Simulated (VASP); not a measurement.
GaCo:

```xyz
2
Lattice="2.6224 0.0000 0.0000 0.0000 2.6224 0.0000 0.0000 0.0000 3.4372" Properties=species:S:1:pos:R:3 pbc="T T T"
Ga    1.3112    1.3112    1.7186
Co    0.0000    0.0000    0.0000
```

- Program: VASP 6.6.1
- Task: relaxation of cell and atoms
- Functional: PBE
- Potentials or basis: VASP PAW PBE potentials, release 64 (Ga_d, Co)
- Cutoff: 600 eV
- k mesh: 6 × 6 × 6
- Occupations: gaussian, width 0.1 eV
- Spin: collinear spin, ferromagnetic start
- Starting moments: [0.0, 0.06] μB

At the start: pressure 4.7 GPa; volume 11.82 Å³/atom.

Problem. How do energy, volume and symmetry change on relaxing?

Solution. Over 9 steps the energy falls by 86.4 meV/atom and the volume is 11.98 Å³/atom (+1.3 %); space group Pm-3m (No. 221, to 0.05 Å); moment 0.00 μB per cell.

The path:
```csv
step,energy change (eV),largest force (eV/Å),pressure (GPa),volume (Å³)
1,0.0000,0.0000,4.69,23.64
2,-0.0611,0.0000,-4.56,24.82
3,-0.0632,0.0000,-6.04,25.06
4,-0.1207,0.0000,-3.37,24.53
5,-0.1626,0.0000,2.33,23.66
6,-0.1633,0.0000,3.51,23.51
7,-0.1727,0.0000,-0.41,24.00
8,-0.1727,0.0000,-0.37,23.99
9,-0.1729,0.0000,-0.21,23.95
```

Final structure:
```
Ga Co
1.0
     2.88255    0.00000    0.00000
     0.00000    2.88255    0.00000
     0.00000    0.00000    2.88248
Ga Co
1 1
Direct
  0.50000 0.50000 0.50000
  0.00000 0.00000 0.00000
```

Caveat: the k points lie up to 0.36 Å⁻¹ apart in the final cell.
